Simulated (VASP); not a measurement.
Re, 2 atoms in the cell. The structure is hexagonal, space group P6_3/mmc (No. 194). Conventional cell: a = 2.777 Å, b = 2.777 Å, c = 4.479 Å, α = 90.00°, β = 90.00°, γ = 120.00°. Within 3.6 Å of Re (site symmetry -6m2) lie 12 Re at 2.75 to 2.78 Å. 

- Program: VASP 6.6.1
- Task: single point
- Functional: PBE
- Potentials or basis: VASP PAW PBE potentials, release 64 (Re)
- Cutoff: 520 eV
- k mesh: 13 × 13 × 7
- Occupations: methfessel-paxton, width 1 eV
- Spin: no spin polarisation
- Dipole correction: no
- Further INCAR settings: ALGO = Normal; EDIFF = 1e-06; NBANDS = 14

Potentials or basis: VASP PAW PBE potentials, release 64 (Re).

The run is started by

```console
$ cat potpaw_PBE.64/Re/POTCAR > POTCAR
$ mpirun -np 1 vasp_std > vasp.out
```

Hardware: 1 thread of AMD EPYC 7R13 Processor (Zen 3), on a shared host.

**Question.** How long does it take, and how much memory?

**Answer.** Run time: 39 s on 1 thread of AMD EPYC 7R13 Processor (Zen 3), with other jobs on the host, peak memory 0.14 GiB. Counts: scf iterations 12, k points 84.
